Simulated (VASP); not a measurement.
Input of a VASP 6.6.1 run:

Contents of INCAR:

```
PREC     = Accurate       # precision mode
ENCUT    = 520            # plane-wave cutoff, eV
EDIFF    = 1E-7           # SCF threshold, eV
ISMEAR   = 0              # smearing method
SIGMA    = 0.05           # smearing width, eV
LREAL    = F              # projectors in reciprocal space
LASPH    = T              # aspherical terms in the spheres
NELM     = 60             # most SCF steps
ALGO     = Normal         # electronic algorithm
ISIF     = 2              # what is computed and relaxed
LWAVE    = F              # write WAVECAR
LCHARG   = F              # write CHGCAR
GGA      = PE             # functional
NBANDS   = 20             # bands
```

File KPOINTS:

```
regular mesh
0
Gamma
  12 12 6
```

POSCAR

```
SnSe2
1.0
    3.8109987816      0.0000000000      0.0000000000
   -1.9054993908      3.3004217586      0.0000000000
    0.0000000000      0.0000000000      6.1983700000
Sn Se
1 2
Direct
    0.0000000000      0.0000000000      0.0000000000
    0.3333333333      0.6666666667      0.2500000000
    0.6666666667      0.3333333333      0.7500000000
```

Potentials or basis: VASP PAW PBE potentials, release 64 (Sn_d, Se).

Launch:

```bash
$ cat potpaw_PBE.64/Sn_d/POTCAR potpaw_PBE.64/Se/POTCAR > POTCAR
$ mpirun -np 1 vasp_std > vasp.out
```

Problem. Estimate the largest force.

Solution. 0.587 eV/Å.

Problem. What does it give for the band gap on the k mesh?

Solution. 0.73 eV, indirect (least direct gap 1.16 eV).

Stress tensor (GPa, compression positive):
```
4.31 0.00 0.00
0.00 4.31 0.00
0.00 0.00 5.12
```

Caveat: the cell differs from its parent crystal (strain +0.0100 x Voigt [0, 0, 1, 0, 0, 0]); spin-orbit coupling is left out, which moves the levels of the heavy elements; this functional lacks dispersion, which binds the layers, so the pressure and a relaxed spacing across them are unreliable. A k mesh can miss the band edges.
